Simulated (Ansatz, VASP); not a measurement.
**One calculation of MgO, two programs**

Contents of INCAR:

```
PREC = Accurate
ENCUT = 520
EDIFF = 1E-6
ISMEAR = 0
SIGMA = 0.05
LREAL = False
LASPH = True
NELM = 60
ALGO = Normal
ISIF = 2
LWAVE = False
LCHARG = False
GGA = PS
NBANDS = 26
```

File KPOINTS:

```
Automatic mesh
0
Gamma
  9 9 4
```

Contents of POSCAR:

```
MgO
1.0
    3.2553371795      0.0000000000      0.0000000000
   -1.6276685897      2.8192046953      0.0000000000
    0.0000000000      0.0000000000     10.4149514991
Mg O
4 4
Direct
    0.3333333333      0.6666666667      0.9695963559
    0.0000000000      0.0000000000      0.2209473890
    0.0000000000      0.0000000000      0.7209473890
    0.6666666667      0.3333333333      0.4695963559
    0.3333333333      0.6666666667      0.7799156657
   -0.1198032580      0.0000000000      0.5420208246
    0.0000000000      0.0000000000      0.0295387694
    0.6666666667      0.3333333333      0.2799156657
```

Input for Ansatz:

```yaml
crystal:
  lattice:
    - [3.2553371795, 0.0, 0.0]
    - [-1.6276685897, 2.8192046953, 0.0]
    - [0.0, 0.0, 10.4149514991]
  atoms:
    - { symbol: Mg, position: [0.3333333333, 0.6666666667, 0.9695963559] }
    - { symbol: Mg, position: [0.0, 0.0, 0.220947389] }
    - { symbol: Mg, position: [0.0, 0.0, 0.720947389] }
    - { symbol: Mg, position: [0.6666666667, 0.3333333333, 0.4695963559] }
    - { symbol: O, position: [0.3333333333, 0.6666666667, 0.7799156657] }
    - { symbol: O, position: [-0.119803258, 0.0, 0.5420208246] }
    - { symbol: O, position: [0.0, 0.0, 0.0295387694] }
    - { symbol: O, position: [0.6666666667, 0.3333333333, 0.2799156657] }
basis:
  ecutwfc: 420
kpoints:
  mp_grid: { grid: [9, 9, 4] }
hamiltonian:
  xc: pbesol
  pseudopotentials: { kind: paw, azcp: { folder: soft_1 } }
scf:
  occupations: { method: gaussian, width: 0.05 }
output:
  forces: true
  stress: true
  eigenvalues: true
```

Alike in both runs: task single point; functional PBEsol; k mesh 9 × 9 × 4; occupations gaussian, width 0.05 eV; no spin polarisation.

|  | VASP | Ansatz |
| --- | --- | --- |
| version | VASP 6.6.1 | Ansatz 0.2.0 |
| potentials or method | VASP PAW PBE potentials, release 64 (Mg, O), cutoff 520 eV | scalar-relativistic, plane waves, PAW |
| valence electrons in the cell | 32 | 64 |

|  | VASP | Ansatz | Ansatz less VASP |
| --- | --- | --- | --- |
| gap on the k mesh at the Fermi level (eV) | 2.99 | 3.00 | +0.008 |
| least direct gap on the mesh (eV) | 2.99 | 3.00 | +0.008 |
| pressure (GPa) | 2.7 | 2.8 | +0.14 |
| traceless stress, the component that is largest in VASP (GPa) | 4.03 | 3.91 | -0.114 |
| rms of the force components (eV/Å) | 1.174 | 1.142 | -0.0321 |

VASP's potentials were made for PBE, not for PBEsol, and Ansatz warns of the same on its side. Atom by atom the forces differ by 0.034 eV/Å (rms over components). VASP's potentials hold 32 valence electrons a cell and Ansatz's 64, so a difference there can come from the potentials and not from the codes.
